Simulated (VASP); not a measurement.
Input of a VASP 6.6.1 run:

Contents of INCAR:

```
SYSTEM = Re
PREC = Accurate
ENCUT = 520
EDIFF = 1E-7
ISMEAR = -1
SIGMA = 0.1
LREAL = .FALSE.
LASPH = .TRUE.
NELM = 100
ALGO = Normal
ISIF = 2
LWAVE = .FALSE.
LCHARG = .FALSE.
GGA = PE
NBANDS = 10
```

File KPOINTS:

```
regular mesh
0
G
  23 23 23
  0 0 0
```

POSCAR

```
Re
1.0
    0.0000000000      2.0330647938      2.0330647938
    2.0330647938      0.0000000000      2.0330647938
    2.0330647938      2.0330647938      0.0000000000
Re
1
Direct
    0.0000000000      0.0000000000      0.0000000000
```

Potentials or basis: VASP PAW PBE potentials, release 64 (Re).

The run is started by

```sh
$ cat potpaw_PBE.64/Re/POTCAR > POTCAR
$ mpirun -np 1 vasp_std > vasp.out
```

Task: Estimate the band gap on the k mesh.

Result: Zero (an odd number of electrons rules out a gap without spin polarisation).

Task: Predict the pressure.

Result: -32.6 GPa.

Caveat: the cell stands under tension; spin-orbit coupling is left out, which moves the levels of the heavy elements.
